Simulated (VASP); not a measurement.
# Si5C19 in VASP: notebook, part 2 of 2

VASP 6.6.1. Earlier steps stand in the parts before.

**3. Relaxation of cell and atoms, PBE**

This run uses another cell than the first one, of 8.01 Å³/atom.

The input, INCAR:

```
SYSTEM = Si5C19
PREC = Accurate
ENCUT = 600
EDIFF = 1E-7
ISMEAR = 0
SIGMA = 0.1
LREAL = Auto
LASPH = .True.
NELM = 100
ALGO = Normal
ISIF = 3
LWAVE = .False.
LCHARG = .False.
GGA = PE
IBRION = 2
NSW = 70
EDIFFG = -0.04
ISYM = 0
```

The input, KPOINTS:

```
Automatic mesh
0
Gamma
  3 3 2
  0 0 0.5
```

The input, POSCAR:

```
Si5C19
1.0
   -4.0009603800     -4.0009603800      0.0000000000
    0.0000000000      4.0009603800      4.0009603800
   -4.0009603800      4.0009603800     -4.0009603800
C Si
19 5
Direct
    0.9976105326      0.9989307762      0.0000820483
    0.8329126349      0.1676991824      0.6682665632
    0.3309512531      0.1665165809      0.6699430185
    0.6616865542      0.3305854846      0.3354344933
    0.1581959431      0.3304784921      0.3334934469
    0.5083355584      0.5042859284      0.0018878698
    0.9998104240      0.4956324321      0.0025289999
    0.8309566625      0.6755260905      0.6640507729
    0.3375962679      0.6646671501      0.6682444273
    0.6675588117      0.8371124338      0.3323481289
    0.1655940045      0.8308284411      0.3370959953
    0.6664991006      0.3388128448      0.5827594766
    0.1676535133      0.3340387658      0.5813690999
    0.4948885501      0.5019115034      0.2517740623
    0.9997226863      0.4951296251      0.2552980626
    0.8308755424      0.6703414209      0.9221626129
    0.6639569545      0.8320301920      0.5839442657
    0.1674904363      0.8373523930      0.5860893400
    0.9929083202      0.9970293989      0.2508192171
    0.4995211531      0.0033716035      0.9967953145
    0.3399123211      0.1717288134      0.9210732790
    0.8386135600      0.1655938669      0.9132519853
    0.3368323762      0.6700638626      0.9176057809
    0.5003650916      0.0025023966      0.2496127023
```

Potentials or basis: VASP PAW PBE potentials, release 64 (C, Si).

Launch:

```
$ cat potpaw_PBE.64/C/POTCAR potpaw_PBE.64/Si/POTCAR > POTCAR
$ mpirun -np 1 vasp_std > vasp.out
```

OUTCAR:

```text
SYSTEM = Si5C19
   PREC = Accurate
   ENCUT = 600
   EDIFF = 1E-7
   ISMEAR = 0
   LREAL = Auto
   LASPH = .True.
   NELM = 100
   ISIF = 3
   GGA = PE
   IBRION = 2
   NSW = 70
   EDIFFG = -0.04
   ISYM = 0

 ion  position               nearest neighbor table
   1  0.998  0.999  0.000-  16 1.70  22 1.71  19 1.74  21 1.76
   2  0.833  0.168  0.668-  22 1.70  17 1.75  13 1.75  12 1.76
   3  0.331  0.167  0.670-  18 1.71  13 1.73  21 1.74  12 1.75
   4  0.662  0.331  0.335-  24 1.71  12 1.71  15 1.75  14 1.76
   5  0.158  0.330  0.333-  15 1.67  13 1.72  19 1.73  14 1.74
   6  0.508  0.504  0.002-  16 1.67  21 1.72  14 1.73  23 1.75
[... 12 lines left out ...]
  19  0.993  0.997  0.251-  10 1.69   5 1.73   1 1.74  11 1.77
  20  0.500  0.003  0.997-  21 1.69  23 1.72  24 1.75  22 1.76
  21  0.340  0.172  0.921-  20 1.69   6 1.72   3 1.74   1 1.76  24 2.79  22 2.82  23 2.83  23 2.83
                            22 2.84
  22  0.839  0.166  0.913-   2 1.70   1 1.71   7 1.73  20 1.76  21 2.82  23 2.82  23 2.84  21 2.84
                            24 2.86
  23  0.337  0.670  0.918-  20 1.72   9 1.73   6 1.75   7 1.75  24 2.82  22 2.82  21 2.83  21 2.83
                            22 2.84
  24  0.500  0.003  0.250-   4 1.71  10 1.73  11 1.75  20 1.75  21 2.79  23 2.82  22 2.86

IMPORTANT INFORMATION: All symmetrisations will be switched off!
NOSYMM: (Re-)initialisation of all symmetry stuff for point group C_1.

[... 922 lines left out ...]

 number of electron      96.0000000 magnetization

------------------------ aborting loop because EDIFF is reached ----------------------------------------
[... 111 lines left out ...]
--------------------------------------- Ionic step       30  -------------------------------------------

 number of electron      96.0000000 magnetization

 Free energy of the ion-electron system (eV)
  ---------------------------------------------------
  ext. energy  EPLUGINS =         0.00000000
  ---------------------------------------------------
  free energy    TOTEN  =      -182.41233411 eV

  energy without entropy =     -182.39975339  energy(sigma->0) =     -182.40604375

 E-fermi :   9.9990     XC(G=0): -12.1142

 val. band max:        9.2997172059   @ k =   0.3333  -0.3333   0.2500
 cond. band min:       9.9990939554   @ k =   0.3333   0.3333   0.2500
 fundamental gap:      0.6993767495
 Fermi energy:         9.9990394485

 k-point     1 :       0.0000    0.0000    0.2500
  band No.  band energies     occupation
      1     -10.4509      2.00000
      2      -8.7361      2.00000
      3      -6.7849      2.00000
      4      -6.2733      2.00000
      5      -6.2725      2.00000
      6      -6.0809      2.00000
[... 556 lines left out ...]
     59      15.0366      0.00000
     60      15.2417      0.00000
 [bands above 60 left out]

------------------------ aborting loop because EDIFF is reached ----------------------------------------

  FORCE on cell =-STRESS in cart. coord.  units (eV):
  Direction    XX          YY          ZZ          XY          YZ          ZX
  --------------------------------------------------------------------------------------
  -------------------------------------------------------------------------------------
  Total       -0.0038851     -0.0322090     -0.0246897      0.0338974      0.0112063     -0.0179252
  in kB       -0.0329199     -0.2729175     -0.2092045      0.2872242      0.0949545     -0.1518859
  external PRESSURE =      -0.1716806 kB  Pullay stress =       0.0000000 kB
[... 39 lines left out ...]
  FREE ENERGIE OF THE ION-ELECTRON SYSTEM (eV)
  ---------------------------------------------------
  free  energy   TOTEN  =      -182.4123341065 eV

  energy  without entropy=     -182.3997533921  energy(sigma->0) =     -182.40604375

 reached required accuracy - stopping structural energy minimisation
```

Run time: 31 min. Hardware: 1 thread of Intel Xeon 6975P-C (Granite Rapids), shared host; peak memory 0.4 GiB.

What came out:

```yaml
Free_energy: -182.4123 eV
Relaxed_volume: 7.88 Å³/atom
Relaxed_cell: a = 5.443 Å, b = 5.443 Å, c = 7.371 Å, α = 89.99°, β = 90.01°, γ = 120.00°
Space_group_after_relaxing_to_0.1_Å: P3m1 (No. 156)
Pressure_after_relaxing: 0.0 GPa
Largest_force_after_relaxing: 0.023 eV/Å
Band_gap_on_the_k_mesh: zero (bands 48 and 49 overlap by 0.48 eV)
```

Forces on the atoms (eV/Å):
```
C    0.002 -0.005 -0.008
C    0.002 -0.001  0.002
C    0.002 -0.002  0.001
C    0.000  0.000  0.002
C    0.005 -0.005  0.006
C    0.001  0.001 -0.004
C    0.000 -0.001 -0.002
C    0.006  0.000  0.005
C    0.003 -0.001  0.002
C    0.000 -0.002 -0.003
C   -0.005 -0.005  0.009
C    0.000  0.005 -0.003
C   -0.002  0.004  0.000
C    0.001 -0.001  0.002
C    0.005 -0.010  0.004
C    0.000  0.006  0.010
C   -0.002  0.001 -0.005
C   -0.001  0.005  0.001
C    0.004 -0.002  0.007
Si  -0.014  0.011 -0.015
Si  -0.003 -0.003  0.004
Si   0.001 -0.003 -0.005
Si  -0.002 -0.002  0.000
Si  -0.002  0.008 -0.009
```

Final structure:
```xyz
24
Lattice="-3.8482 -3.8487 0.0002 -0.0003 3.8488 3.8485 -4.2551 4.2559 -4.2551" Properties=species:S:1:pos:R:3 pbc="T T T"
C    -3.9955    0.1548    3.5224
C    -5.8634    0.0661   -1.9819
C    -3.9083    2.0219   -1.9820
C    -4.1150    0.2735   -0.0710
C    -2.0615    2.0683   -0.1353
C    -2.2528    0.1542    1.7794
C    -3.9961   -1.5882    1.7793
C    -5.9221    2.0796   -0.1471
C    -3.9086    3.9147   -0.0888
C    -4.1153    2.0040    1.6597
C    -1.9974    4.1223    1.6591
C    -4.9936    1.1516   -1.0605
C    -2.9572    2.9636   -1.0309
C    -3.0884    1.1293    0.8038
C    -4.9710   -0.7527    0.8037
C    -7.4497    3.6089   -1.6747
C    -4.9939    2.9934    0.7812
C    -2.9872    5.0003    0.7809
C    -4.9711    1.1295    2.6861
Si   -1.9936   -1.8471   -0.0676
Si   -4.9272    3.3349   -3.0019
Si   -7.1747    1.0882   -3.0008
Si   -4.9281    4.9359   -1.4001
Si   -3.1862   -0.6557   -1.2600
```

Caveat: the k points lie up to 0.44 Å⁻¹ apart in the final cell; semilocal functionals underestimate gaps, and a narrow one can read as zero.

The gap in the log of VASP goes by the Fermi energy; the results here count the filled bands.